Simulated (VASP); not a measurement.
The system is Si2Mo (d3).

```xyz
3
Lattice="-1.6000 1.6000 3.9305 1.6000 -1.6000 3.9305 1.6000 1.6000 -3.9305" Properties=species:S:1:pos:R:3 pbc="T T T"
Si    0.0000    0.0000    2.6177
Si    0.0000    0.0000    5.2433
Mo    0.0000    0.0000    0.0000
```

```yaml
Program: VASP 6.6.1
Task: relaxation of cell and atoms
Functional: PBE
Dispersion: D3(BJ)
Potentials_or_basis: VASP PAW PBE potentials, release 64 (Si, Mo_sv)
Cutoff: 600 eV
k_mesh: 18 × 18 × 18
Occupations: gaussian, width 0.1 eV
Spin: no spin polarisation
```

At the start: pressure -4.8 GPa; volume 13.42 Å³/atom.

Question: How do energy, volume and symmetry change on relaxing?

Answer: Over 11 steps the energy falls by 5.5 meV/atom and the volume is 13.14 Å³/atom (-2.1 %); space group I4/mmm (No. 139, to 0.05 Å).

Step by step:
```
step  energy change (eV)  largest force (eV/Å)  pressure (GPa)  volume (Å³)
   1              0.0000                0.2820           -4.76        40.25
   2              0.0242                0.1136            9.19        37.97
   3             -0.0155                0.1448            0.21        39.35
   4             -0.0155                0.1419            0.31        39.33
   5             -0.0166                0.0131            0.12        39.38
   6             -0.0166                0.0016            0.10        39.39
   7             -0.0166                0.0034           -0.13        39.43
   8             -0.0166                0.0005            0.00        39.41
   9             -0.0166                0.0007           -0.01        39.41
  10             -0.0166                0.0007           -0.01        39.41
  11             -0.0166                0.0003            0.00        39.41
```

Final structure:
```
Si Mo
1.0
    -1.58971    1.58971    3.89832
     1.58971   -1.58971    3.89832
     1.58971    1.58971   -3.89832
Si Mo
2 1
Direct
  0.33459 0.33459 0.00000
  0.66541 0.66541 0.00000
  0.00000 0.00000 0.00000
```

Caveat: pairwise dispersion overbinds metals, which lowers pressure and volume.
